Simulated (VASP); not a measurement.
# ScAl4As (P4/mmm) in VASP: further runs, part 2 of 2

VASP 6.6.1. Earlier steps stand in the parts before.

### 5 Single point, PBE, collinear spin

This run uses another cell than the first one, of 24.49 Å³/atom.

File INCAR:

```
SYSTEM = ScAl4As
PREC = Accurate
ENCUT = 520
EDIFF = 1E-6
ISMEAR = 0
SIGMA = 0.1
LREAL = .False.
LASPH = .True.
NELM = 150
ALGO = Normal
ISIF = 2
LWAVE = .False.
LCHARG = .False.
ISPIN = 2
MAGMOM = 1 0 0 0 0 0
LORBIT = 11
LMAXMIX = 4
GGA = PE
NBANDS = 27
```

File KPOINTS:

```
Automatic mesh
0
Gamma
  4 4 4
  0 0 0
```

File POSCAR:

```
ScAl4As
1.0
    6.1318167252      0.0000000000      0.0000000000
    0.0000000000      6.1318167252      0.0000000000
    0.0000000000      0.0000000000      3.9073831660
Sc Al As
1 4 1
Direct
    0.0000000000      0.0000000000      0.5000000000
    0.8012523101      0.5000000000      0.5000000000
    0.1987476899      0.5000000000      0.5000000000
    0.5000000000      0.8012523101      0.5000000000
    0.5000000000      0.1987476899      0.5000000000
    0.5000000000      0.5000000000      0.0000000000
```

Potentials or basis: VASP PAW PBE potentials, release 64 (Sc_sv, Al, As).

Run with:

```
> cat potpaw_PBE.64/Sc_sv/POTCAR potpaw_PBE.64/Al/POTCAR potpaw_PBE.64/As/POTCAR > POTCAR
> mpirun -np 1 vasp_std > vasp.out
```

OUTCAR:

```text
SYSTEM = ScAl4As
   PREC = Accurate
   ENCUT = 520
   EDIFF = 1E-6
   ISMEAR = 0
   LREAL = .False.
   LASPH = .True.
   NELM = 150
   ISIF = 2
   ISPIN = 2
   LORBIT = 11
   GGA = PE

 ion  position               nearest neighbor table
   1  0.000  0.000  0.500-   2 3.30   3 3.30   4 3.30   5 3.30   2 3.30   3 3.30   4 3.30   5 3.30

   2  0.801  0.500  0.500-   3 2.44   4 2.61   5 2.61   6 2.69   6 2.69   1 3.30   1 3.30
   3  0.199  0.500  0.500-   2 2.44   4 2.61   5 2.61   6 2.69   6 2.69   1 3.30   1 3.30
   4  0.500  0.801  0.500-   5 2.44   3 2.61   2 2.61   6 2.69   6 2.69   1 3.30   1 3.30
   5  0.500  0.199  0.500-   4 2.44   3 2.61   2 2.61   6 2.69   6 2.69   1 3.30   1 3.30
   6  0.500  0.500  0.000-   2 2.69   3 2.69   4 2.69   5 2.69   2 2.69   3 2.69   4 2.69   5 2.69

  LATTYP: Found a simple tetragonal cell.
 ALAT       =     6.1318167252
[... 1277 lines left out ...]
      4.91313      3.06591      1.95369        -0.031244      0.000000     -0.000000
      1.21868      3.06591      1.95369         0.031244     -0.000000      0.000000
      3.06591      4.91313      1.95369         0.000000     -0.031244      0.000000
      3.06591      1.21868      1.95369         0.000000      0.031244     -0.000000
      3.06591      3.06591      0.00000         0.000000      0.000000      0.000000
 -----------------------------------------------------------------------------------
    total drift:                                0.000000     -0.000000      0.000000

  FREE ENERGIE OF THE ION-ELECTRON SYSTEM (eV)
  ---------------------------------------------------
  free  energy   TOTEN  =       -24.0751917334 eV

  energy  without entropy=      -24.0490237399  energy(sigma->0) =      -24.06210774

 total charge

# of ion       s       p       d       tot
------------------------------------------
    1        2.188   6.043   0.928   9.159
    2        0.442   0.363   0.000   0.805
    3        0.442   0.363   0.000   0.805
    4        0.442   0.363   0.000   0.805
    5        0.442   0.363   0.000   0.805
    6        1.267   1.469   0.060   2.796
--------------------------------------------------
tot          5.224   8.963   0.988  15.174

 magnetization (x)

# of ion       s       p       d       tot
------------------------------------------
    1        0.024   0.016   0.388   0.428
    2       -0.000   0.000   0.000  -0.000
    3       -0.000   0.000   0.000  -0.000
    4       -0.000   0.000   0.000  -0.000
    5       -0.000   0.000   0.000  -0.000
    6        0.002   0.017  -0.001   0.018
--------------------------------------------------
tot          0.025   0.034   0.387   0.446
```

OSZICAR:

```text
N       E                     dE             d eps       ncg     rms          rms(c)
DAV:   1     0.170878600022E+03    0.17088E+03   -0.11024E+04  2024   0.848E+02
DAV:   2    -0.139837930897E+02   -0.18486E+03   -0.17645E+03  1960   0.243E+02
DAV:   3    -0.266003598765E+02   -0.12617E+02   -0.11972E+02  2882   0.593E+01
DAV:   4    -0.271687048062E+02   -0.56834E+00   -0.56274E+00  2824   0.126E+01
DAV:   5    -0.271877474180E+02   -0.19043E-01   -0.19030E-01  2824   0.243E+00    0.920E+00
DAV:   6    -0.242811329723E+02    0.29066E+01   -0.66712E+00  2823   0.159E+01    0.487E+00
DAV:   7    -0.242283816919E+02    0.52751E-01   -0.24339E+00  2976   0.117E+01    0.281E+00
DAV:   8    -0.241479534248E+02    0.80428E-01   -0.91952E-01  2855   0.596E+00    0.208E+00
DAV:   9    -0.240777381025E+02    0.70215E-01   -0.14406E-01  2846   0.232E+00    0.937E-01
DAV:  10    -0.240704292659E+02    0.73088E-02   -0.47860E-02  2836   0.122E+00    0.275E-01
DAV:  11    -0.240737059973E+02   -0.32767E-02   -0.84522E-03  2331   0.357E-01    0.188E-01
DAV:  12    -0.240749907184E+02   -0.12847E-02   -0.47902E-03  2658   0.300E-01    0.671E-02
DAV:  13    -0.240752228364E+02   -0.23212E-03   -0.63844E-04  2380   0.999E-02    0.578E-02
DAV:  14    -0.240751820207E+02    0.40816E-04   -0.20216E-04  2718   0.963E-02    0.215E-02
DAV:  15    -0.240751862770E+02   -0.42562E-05   -0.12842E-05  2550   0.174E-02    0.149E-02
DAV:  16    -0.240751890679E+02   -0.27909E-05   -0.36649E-06  2268   0.102E-02    0.719E-03
DAV:  17    -0.240751915290E+02   -0.24611E-05   -0.48053E-06  2046   0.769E-03    0.310E-03
DAV:  18    -0.240751917334E+02   -0.20445E-06   -0.57948E-07  1466   0.468E-03
   1 F= -.24075192E+02 E0= -.24062108E+02  d E =-.261680E-01  mag=     0.8344
```

stdout:

```text
POSCAR found type information on POSCAR ScAlAs
 POSCAR found :  3 types and       6 ions
 scaLAPACK will be used
 LDA part: xc-table for (Slater+PW92), standard interpolation
 POSCAR, INCAR and KPOINTS ok, starting setup
 FFT: planning ... GRIDC
 FFT: planning ... GRID_SOFT
 FFT: planning ... GRID
 WAVECAR not read
 entering main loop
```

It took 4.6 min on 1 thread of Intel Xeon 8259CL, shared host; peak memory 0.37 GiB.

Results:

- Free energy: -24.0752 eV
- Pressure: 0.1 GPa
- Largest force: 0.031 eV/Å
- Net moment: 0.83 μB per cell
- Site moments: Sc +0.43; Al -0.00; As +0.02 μB
- Valence electrons inside the program's atomic spheres: Sc 9.16; Al 0.81; As 2.80

Forces on the atoms (eV/Å):
```
Sc   0.000  0.000  0.000
Al  -0.031  0.000  0.000
Al   0.031  0.000  0.000
Al   0.000 -0.031  0.000
Al   0.000  0.031  0.000
As   0.000  0.000  0.000
```

Stress tensor (GPa, compression positive):
```
0.02 0.00 0.00
0.00 0.02 0.00
0.00 0.00 0.13
```

Levels at points of the mesh, in eV from the Fermi level:
Spin up:
```tsv
k point	band 12	band 13	band 14	band 15	band 16	band 17
(0.00, 0.00, 0.00)	-1.39	-0.58	-0.35	-0.35	1.17	1.17
(0.50, 0.00, 0.00)	-1.95	-1.93	-0.48	0.20	0.83	1.14
(0.50, 0.50, 0.00)	-2.34	-0.56	-0.23	0.29	0.83	0.87
(0.00, 0.00, 0.50)	-3.59	-1.52	-0.98	-0.41	0.37	0.37
(0.50, 0.00, 0.50)	-1.31	-1.29	-1.22	0.05	0.51	0.67
(0.50, 0.50, 0.50)	-0.35	-0.20	-0.20	0.01	0.07	0.28
```
Spin down:
| k point | band 10 | band 11 | band 12 | band 13 | band 14 | band 15 | band 16 | band 17 | band 18 | band 19 |
| --- | --- | --- | --- | --- | --- | --- | --- | --- | --- | --- |
| (0.00, 0.00, 0.00) | -3.29 | -1.52 | -1.20 | -0.24 | -0.24 | 0.37 | 1.43 | 1.43 | 1.68 | 2.00 |
| (0.50, 0.00, 0.00) | -2.52 | -2.22 | -1.95 | -1.57 | 0.39 | 0.48 | 0.87 | 1.38 | 1.48 | 1.85 |
| (0.50, 0.50, 0.00) | -3.01 | -2.32 | -2.32 | -0.02 | 0.41 | 0.53 | 0.84 | 1.05 | 1.05 | 2.01 |
| (0.00, 0.00, 0.50) | -3.70 | -3.57 | -3.57 | -1.30 | -0.87 | -0.40 | 0.70 | 0.70 | 1.61 | 1.61 |
| (0.50, 0.00, 0.50) | -3.61 | -3.51 | -1.26 | -1.19 | -1.10 | 0.36 | 0.64 | 1.20 | 1.38 | 1.51 |
| (0.50, 0.50, 0.50) | -4.12 | -2.74 | -0.21 | -0.20 | -0.20 | 0.29 | 0.55 | 0.55 | 0.62 | 2.46 |

Caveat: the k points lie up to 0.40 Å⁻¹ apart.

### 6 Overview

```tsv
task	spin	cell	cutoff (eV)	gap on the mesh (eV)	pressure (GPa)	largest force (eV/Å)
single point	off	a = 4.993, b = 4.993, c = 4.484 Å, 6 atoms, atomic positions A	520	none	49.9	8.93
single point	off	a = 6.132, b = 6.132, c = 3.907 Å, 6 atoms, atomic positions B	520	none	0.1	0.01
relaxation of cell and atoms	off	relaxed from a = 4.993, b = 4.993, c = 4.484 Å, 6 atoms, atomic positions A	600	none	-0.1	0.03
single point	collinear	a = 6.132, b = 6.132, c = 3.907 Å, 6 atoms, atomic positions B	520	none	0.1	0.03
```

Alike in all rows: level PBE; potentials or basis VASP PAW PBE potentials, release 64 (Sc_sv, Al, As); k mesh 4 × 4 × 4; smearing gaussian 0.1 eV.

Caveats: some runs use coarse meshes; the cell stands under pressure (at least some runs); forces of over 1 eV/Å act on the atoms, so gaps and moduli don't describe the material at rest (at least some runs); the volume moved by over 15 % at a fixed basis, so the end points are rough (at least some runs).

Absolute energies hang on the potentials; compare differences alone.
